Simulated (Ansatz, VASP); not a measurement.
**Sn: VASP beside Ansatz**

Contents of INCAR:

```
SYSTEM = Sn
ALGO = Normal
EDIFF = 1E-8
ENCUT = 520
GGA = PS
ISIF = 2
ISMEAR = -1
LASPH = .True.
LCHARG = .False.
LEFG = .True.
LREAL = .False.
LWAVE = .False.
NBANDS = 21
NELM = 80
PREC = Accurate
SIGMA = 0.05
```

File KPOINTS:

```
k-points
0
Gamma
  11 11 11
  0 0 0
```

The input POSCAR:

```
Sn
1.0
    0.0000000000      3.1793446744      3.1793446744
    3.1793446744      0.0000000000      3.1793446744
    3.1793446744      3.1793446744      0.0000000000
Sn
2
Direct
    0.5000000000      0.5000000000      0.5000000000
    0.7500000000      0.7500000000      0.7500000000
```

Input for Ansatz:

```yaml
crystal:
  lattice:
    - [0.0, 3.1793446744, 3.1793446744]
    - [3.1793446744, 0.0, 3.1793446744]
    - [3.1793446744, 3.1793446744, 0.0]
  atoms:
    - { symbol: Sn, position: [0.5, 0.5, 0.5] }
    - { symbol: Sn, position: [0.75, 0.75, 0.75] }
kpoints:
  mp_grid: { grid: [11, 11, 11] }
scf:
  occupations: { method: fermi_dirac, width: 0.05 }
hamiltonian:
  xc: pbesol
  pseudopotentials: { kind: paw }
output:
  forces: true
  stress: true
  eigenvalues: true
  efg: { contact_densities: true }
  write_density: true
  write_potential: true
  elf: true
  volumetric_format: npy
```

Change from the starting cell: volume scaled by 0.94, PAW files.

Alike in both runs: task electric field gradients; functional PBEsol; k mesh 11 × 11 × 11; occupations fermi-dirac, width 0.05 eV; no spin polarisation.

```csv
,VASP,Ansatz
version,VASP 6.6.1,Ansatz 0.2.0
potentials or method,"VASP PAW PBE potentials, release 64 (Sn_d)","PAW with Ansatz's default frozen-core files, scalar-relativistic"
plane-wave cutoff (eV),520,420
valence electrons in the cell,28,28
```

Ansatz gave:

```
pressure (GPa) : 4.3
```

**Question.** Estimate VASP's values.

**Answer.** Pressure (GPa): 4.2.

VASP's potentials were made for PBE, not for PBEsol.
